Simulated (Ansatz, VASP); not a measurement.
One calculation of SnTe, two programs

```
Sn Te
1.0
     3.14424    3.14424    0.00000
    -3.14424    3.14424    0.00000
     0.00000    3.14424    3.14424
Sn Te
1 1
Direct
  0.00000 0.00000 0.00000
  0.50000 0.50000 0.00000
```

Alike in both runs: task single point; functional PBEsol; k mesh 10 × 10 × 10; occupations fermi-dirac, width 0.01 eV; non-collinear spin, spin-orbit coupling.

|  | VASP | Ansatz |
| --- | --- | --- |
| version | VASP 6.6.1 | Ansatz 0.2.0 |
| potentials or method | VASP PAW PBE potentials, release 64 (Sn_d, Te), cutoff 520 eV | all-electron LAPW |

|  | VASP | Ansatz | Ansatz less VASP |
| --- | --- | --- | --- |
| pressure (GPa) | 0.0 | 0.0 | -0.02 |

VASP's potentials were made for PBE, not for PBEsol. Ansatz ran all-electron here, and VASP with PAW potentials.
